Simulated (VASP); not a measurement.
# MoS2 in VASP: a series of runs

The runs below take MoS2 through single point, with PBEsol+D4, PBE, PBEsol, PBEsol+D3(BJ).

Everything below comes from runs of VASP 6.6.1. Logs are shortened: lines on timing, memory, paths and dates and some standing lists are left out, and cuts for length are marked.

## Step 1: The cell of the first run

The cell holds a slab with vacuum, 3 atoms: a = 3.125 Å, b = 3.125 Å, c = 17.330 Å, α = 90.00°, β = 90.00°, γ = 120.00°.

## Step 2: Single point, PBEsol+D4

INCAR reads:

```
ALGO     = Normal         # electronic algorithm
EDIFF    = 1E-6           # SCF threshold, eV
ENCUT    = 520            # plane-wave cutoff, eV
GGA      = PS             # functional
ISIF     = 2              # what is computed and relaxed
ISMEAR   = -1             # smearing method
IVDW     = 13             # dispersion correction
LASPH    = T              # aspherical terms in the spheres
LCHARG   = F              # write CHGCAR
LREAL    = F              # projectors in reciprocal space
LWAVE    = F              # write WAVECAR
NBANDS   = 20             # bands
NELM     = 80             # most SCF steps
PREC     = Accurate       # precision mode
SIGMA    = 0.05           # smearing width, eV
```

KPOINTS reads:

```
k-points
0
Gamma
  10 10 2
```

POSCAR reads:

```
MoS2
1.0
    3.1250103222      0.0000000000      0.0000000000
   -1.5625051611      2.7063383261      0.0000000000
    0.0000000000      0.0000000000     17.3301263859
Mo S
1 2
Direct
    0.0000000000      0.0000000000      0.0000000000
    0.3333333333      0.6666666667      0.9099054226
    0.3333333333      0.6666666667      0.0900945774
```

Potentials or basis: VASP PAW PBE potentials, release 64 (Mo_sv, S).

The run is started by

```bash
$ cat potpaw_PBE.64/Mo_sv/POTCAR potpaw_PBE.64/S/POTCAR > POTCAR
$ mpirun -np 1 vasp_std > vasp.out
```

OUTCAR:

```text
EDIFF = 1E-6
   ENCUT = 520
   GGA = PS
   ISIF = 2
   ISMEAR = -1
   IVDW = 13
   LASPH = T
   LREAL = F
   NELM = 80
   PREC = Accurate

 ion  position               nearest neighbor table
   1  0.000  0.000  0.000-   2 2.39   3 2.39   2 2.39   3 2.39   2 2.39   3 2.39
   2  0.333  0.667  0.910-   1 2.39   1 2.39   1 2.39
   3  0.333  0.667  0.090-   1 2.39   1 2.39   1 2.39

  LATTYP: Found a hexagonal cell.
 ALAT       =     3.1250103222
 C/A-ratio  =     5.5456221257

  Lattice vectors:

 A1 = (   3.1250103222,   0.0000000000,   0.0000000000)
 A2 = (  -1.5625051611,   2.7063383261,   0.0000000000)
 A3 = (   0.0000000000,   0.0000000000,  17.3301263859)

Analysis of symmetry for initial positions (statically):
=====================================================================
 Subroutine PRICEL returns:
 Original cell was already a primitive cell.

 Routine SETGRP: Setting up the symmetry group for a
 hexagonal supercell.

 Subroutine GETGRP returns: Found 12 space group operations
 (whereof 12 operations were pure point group operations)
 out of a pool of 24 trial point group operations.

The static configuration has the point symmetry D_3h.

Analysis of symmetry for dynamics (positions and initial velocities):
=====================================================================
 Subroutine PRICEL returns:
 Original cell was already a primitive cell.

 Routine SETGRP: Setting up the symmetry group for a
 hexagonal supercell.

 Subroutine GETGRP returns: Found 12 space group operations
 (whereof 12 operations were pure point group operations)
 out of a pool of 24 trial point group operations.

The dynamic configuration has the point symmetry D_3h.

 Subroutine INISYM returns: Found 12 space group operations
 (whereof 12 operations are pure point group operations),
 and found     1 'primitive' translations

----------------------------------------------------------------------------------------

                                     Primitive cell

  volume of cell :     146.5667

  direct lattice vectors                    reciprocal lattice vectors
     3.125010322  0.000000000  0.000000000     0.319998943  0.184751476  0.000000000
    -1.562505161  2.706338326  0.000000000     0.000000000  0.369502952  0.000000000
     0.000000000  0.000000000 17.330126386     0.000000000  0.000000000  0.057702984

  length of vectors
     3.125010322  3.125010322 17.330126386     0.369502952  0.369502952  0.057702984

  position of ions in fractional coordinates (direct lattice)
     0.000000000  0.000000000  0.000000000
     0.333333333  0.666666667  0.909905423
     0.333333333  0.666666667  0.090094577

  ion indices of the primitive-cell ions
   primitive index   ion index
                 1           1
                 2           2
                 3           3

----------------------------------------------------------------------------------------

 KPOINTS: k-points

Automatic generation of k-mesh.
 Grid dimensions read from file:
 generate k-points for:   10   10    2

 Generating k-lattice:

  Cartesian coordinates                     Fractional coordinates (reciprocal lattice)
     0.031999894  0.018475148  0.000000000     0.100000000 -0.000000000  0.000000000
     0.000000000  0.036950295  0.000000000     0.000000000  0.100000000  0.000000000
     0.000000000  0.000000000  0.028851492     0.000000000  0.000000000  0.500000000

  Length of vectors
     0.036950295  0.036950295  0.028851492

  Shift w.r.t. Gamma in fractional coordinates (k-lattice)
     0.000000000  0.000000000  0.000000000

 Subroutine IBZKPT returns following result:
 ===========================================

 Found     28 irreducible k-points:

 Following reciprocal coordinates:
            Coordinates               Weight
  0.000000  0.000000  0.000000      1.000000
  0.100000 -0.000000  0.000000      6.000000
  0.200000 -0.000000  0.000000      6.000000
  0.300000 -0.000000  0.000000      6.000000
  0.400000  0.000000  0.000000      6.000000
  0.500000 -0.000000  0.000000      3.000000
[... 16 lines left out ...]
  0.300000  0.100000  0.500000     12.000000
  0.400000  0.100000  0.500000     12.000000
 [... further k-points ...]
   k-points           NKPTS =     28   k-points in BZ     NKDIM =     28   number of bands    NBANDS=     20
   number of dos      NEDOS =    301   number of ions     NIONS =      3
   total plane-waves  NPLWV =  80640
   dimension x,y,z NGX =    24 NGY =   24 NGZ =  140
   dimension x,y,z NGXF=    48 NGYF=   48 NGZF=  280
   ions per type =               1   2
   NGX,Y,Z   is equivalent  to a cutoff of  12.77, 12.77, 13.43 a.u.
   NGXF,Y,Z  is equivalent  to a cutoff of  25.54, 25.54, 26.86 a.u.
 SYSTEM =  unknown system
   PREC   = accura    normal or accurate (medium, high low for compatibility)
   ISTART =      0    job   : 0-new  1-cont  2-samecut
   ICHARG =      2    charge: 1-file 2-atom 10-const
   ISPIN  =      1    spin polarized calculation?
   LNONCOLLINEAR =      F non collinear calculations
   LSORBIT =      F    spin-orbit coupling
   LASPH  =      T    aspherical Exc in radial PAW
   ENCUT  =  520.0 eV  38.22 Ry    6.18 a.u.   5.81  5.81 32.22*2*pi/ulx,y,z
   NELM   =     80;   NELMIN=  2; NELMDL= -5     # of ELM steps
   EDIFF  = 0.1E-05   stopping-criterion for ELM
   LREAL  =      F    real-space projection
   EDIFFG = 0.1E-04   stopping-criterion for IOM
   NSW    =      0    number of steps for IOM
   IBRION =     -1    ionic relax: 0-MD 1-quasi-New 2-CG
   NFREE  =      0    steps in history (QN), initial steepest desc. (CG)
   ISIF   =      2    stress and relaxation
   ISYM   =      2    0-nonsym 1-usesym 2-fastsym
   POTIM  = 0.5000    time-step for ionic-motion
   TEBEG  =    0.0;   TEEND  =   0.0 temperature during run
   PSTRESS=    0.0 pullay stress
   NELECT =      26.0000    total number of electrons
   NUPDOWN=      -1.0000    fix difference up-down
   EMIN   =  10.00;   EMAX   =-10.00  energy-range for DOS
   EFERMI =   0.00;   METHOD = LEGACY
   ISMEAR =    -1;   SIGMA  =   0.05  broadening in eV -4-tet -1-fermi 0-gaus
   EFERMI_NEDOS =   21; number of points for ismear=-14 and -15
   IALGO  =     38    algorithm
   IMIX   =      4    mixing-type and parameters
     AMIX     =   0.40;   BMIX     =  1.00
     AMIX_MAG =   1.60;   BMIX_MAG =  1.00
  volume/ion in A,a.u.               =      48.86       329.69
  Fermi-wavevector in a.u.,A,eV,Ry     =   0.919858  1.738280 11.512420  0.846139
  Thomas-Fermi vector in A             =   2.045099
   LORBIT       =      0    0 simple, 1 ext, 2 COOP (PROOUT), +10 PAW based schemes
   GGA     = PS    functional components
   LHFCALC =     F    Hartree Fock is set to
   AEXX    =    0.0000 exact exchange contribution
   IVDW    =    13    specifies the selected vdW correction
   LEPSILON=     F    determine dielectric tensor
   LRPA    =     F    only Hartree local field effects (RPA)
 non-spin polarized calculation
  energy-cutoff  :      520.00
  volume of cell :      146.57
 maximum number of plane-waves:      3980
 NGX is ok and might be reduce to    24
   NGX = 11   NGY = 11   NGZ = 65

 number of electron      26.0000000 magnetization

 Free energy of the ion-electron system (eV)
  ---------------------------------------------------
  ext. energy  EPLUGINS =         0.00000000
  ---------------------------------------------------
  free energy    TOTEN  =       -23.42253827 eV

  energy without entropy =      -23.42253827  energy(sigma->0) =      -23.42253827

 E-fermi :  -0.3712     XC(G=0):  -4.4909

 val. band max:       -1.4144147522   @ k =   0.3000   0.3000   0.5000
 cond. band min:       0.7096878799   @ k =   0.3000   0.3000   0.5000
 fundamental gap:      2.1241026321
 Fermi energy:        -0.3712187233

 k-point     1 :       0.0000    0.0000    0.0000
  band No.  band energies     occupation
      1     -61.9815      2.00000
      2     -36.2058      2.00000
      3     -35.9210      2.00000
      4     -35.9210      2.00000
      5     -15.5721      2.00000
      6     -14.2106      2.00000
[... 12 lines left out ...]
     19       4.4510      0.00000
     20       5.0978      0.00000

 k-point     2 :       0.1000   -0.0000    0.0000
  band No.  band energies     occupation
      1     -61.9769      2.00000
      2     -36.1969      2.00000
      3     -35.9658      2.00000
      4     -35.9311      2.00000
      5     -15.4115      2.00000
      6     -14.1444      2.00000
[... 12 lines left out ...]
     19       4.6524      0.00000
     20       5.5799      0.00000

 k-point     3 :       0.2000   -0.0000    0.0000
  band No.  band energies     occupation
      1     -61.9648      2.00000
      2     -36.1737      2.00000
      3     -36.0816      2.00000
      4     -35.9575      2.00000
      5     -14.9649      2.00000
      6     -13.9607      2.00000
[... 12 lines left out ...]
     19       5.2273      0.00000
     20       6.1889      0.00000

 k-point     4 :       0.3000   -0.0000    0.0000
  band No.  band energies     occupation
      1     -61.9498      2.00000
      2     -36.2220      2.00000
      3     -36.1447      2.00000
      4     -35.9899      2.00000
      5     -14.3419      2.00000
      6     -13.7089      2.00000
[... 12 lines left out ...]
     19       6.0306      0.00000
     20       6.8555      0.00000

 k-point     5 :       0.4000    0.0000    0.0000
  band No.  band energies     occupation
      1     -61.9376      2.00000
      2     -36.3334      2.00000
      3     -36.1212      2.00000
      4     -36.0159      2.00000
      5     -13.7478      2.00000
      6     -13.4785      2.00000
[... 12 lines left out ...]
     19       6.4456      0.00000
     20       6.6564      0.00000

 k-point     6 :       0.5000   -0.0000    0.0000
  band No.  band energies     occupation
      1     -61.9329      2.00000
      2     -36.3755      2.00000
      3     -36.1122      2.00000
      4     -36.0258      2.00000
      5     -13.4878      2.00000
      6     -13.3825      2.00000
[... 12 lines left out ...]
     19       6.5932      0.00000
     20       7.0731      0.00000

 k-point     7 :       0.1000    0.1000    0.0000
  band No.  band energies     occupation
      1     -61.9685      2.00000
      2     -36.1809      2.00000
      3     -36.0428      2.00000
      4     -35.9526      2.00000
      5     -15.1075      2.00000
      6     -14.0190      2.00000
[... 12 lines left out ...]
     19       5.0442      0.00000
     20       6.0420      0.00000
[... 277 lines left out ...]
 k-point    20 :       0.5000   -0.0000    0.5000
  band No.  band energies     occupation
      1     -61.9329      2.00000
      2     -36.3755      2.00000
      3     -36.1122      2.00000
      4     -36.0258      2.00000
      5     -13.4878      2.00000
      6     -13.3825      2.00000
[... 12 lines left out ...]
     19       6.5931      0.00000
     20       7.0738      0.00000

 k-point    21 :       0.1000    0.1000    0.5000
  band No.  band energies     occupation
      1     -61.9685      2.00000
      2     -36.1809      2.00000
      3     -36.0428      2.00000
      4     -35.9526      2.00000
      5     -15.1076      2.00000
      6     -14.0190      2.00000
[... 12 lines left out ...]
     19       4.9691      0.00000
     20       6.1525      0.00000

 k-point    22 :       0.2000    0.1000    0.5000
  band No.  band energies     occupation
      1     -61.9549      2.00000
      2     -36.1630      2.00000
      3     -36.1547      2.00000
      4     -35.9899      2.00000
      5     -14.5693      2.00000
      6     -13.7978      2.00000
[... 12 lines left out ...]
     19       5.6634      0.00000
     20       6.8491      0.00000

 k-point    23 :       0.3000    0.1000    0.5000
  band No.  band energies     occupation
      1     -61.9413      2.00000
      2     -36.2806      2.00000
      3     -36.1285      2.00000
      4     -36.0273      2.00000
      5     -13.9480      2.00000
      6     -13.5473      2.00000
[... 12 lines left out ...]
     19       6.5335      0.00000
     20       6.7944      0.00000

 k-point    24 :       0.4000    0.1000    0.5000
  band No.  band energies     occupation
      1     -61.9329      2.00000
      2     -36.3522      2.00000
      3     -36.1123      2.00000
      4     -36.0504      2.00000
      5     -13.4995      2.00000
      6     -13.3729      2.00000
[... 12 lines left out ...]
     19       7.1751      0.00000
     20       7.3600      0.00000

 [... further k-points ...]

------------------------ aborting loop because EDIFF is reached ----------------------------------------

  DFT-D4 for vdW energy calculation

  Edisp (eV):   -0.51550

  FORCE on cell =-STRESS in cart. coord.  units (eV):
  Direction    XX          YY          ZZ          XY          YZ          ZX
  --------------------------------------------------------------------------------------
  -------------------------------------------------------------------------------------
  Total      -0.00167    -0.00167    -0.02531     0.00000     0.00000    -0.00000
  in kB      -0.01826    -0.01826    -0.27669     0.00000     0.00000    -0.00000
  external pressure =       -0.10 kB  Pullay stress =        0.00 kB

 VOLUME and BASIS-vectors are now :
 -----------------------------------------------------------------------------
  energy-cutoff  :      520.00
  volume of cell :      146.57
      direct lattice vectors                 reciprocal lattice vectors
     3.125010322  0.000000000  0.000000000     0.319998943  0.184751476  0.000000000
    -1.562505161  2.706338326  0.000000000     0.000000000  0.369502952  0.000000000
     0.000000000  0.000000000 17.330126386     0.000000000  0.000000000  0.057702984

 POSITION                                       TOTAL-FORCE (eV/Angst)
 -----------------------------------------------------------------------------------
      0.00000      0.00000      0.00000        -0.000000      0.000000      0.000000
     -0.00000      1.80423     15.76878         0.000000      0.000000      0.001539
     -0.00000      1.80423      1.56135         0.000000      0.000000     -0.001539
 -----------------------------------------------------------------------------------
    total drift:                                0.000000     -0.000000     -0.000000

  FREE ENERGIE OF THE ION-ELECTRON SYSTEM (eV)
  ---------------------------------------------------
  free  energy   TOTEN  =       -23.9380349319 eV

  energy  without entropy=      -23.9380349316  energy(sigma->0) =      -23.93803493
```

Run time: 51 s. Hardware: 1 thread of Intel Xeon 6975P-C (Granite Rapids), shared host; peak memory 0.29 GiB.

Results:

* Free energy: -23.9380 eV
* Band gap on the k mesh: 2.12 eV, direct
* Dispersion energy per atom: -0.172 eV

Caveat: the PAW data sets were made with another functional, which shifts forces and pressure a little.

[end of part 1 of 2]
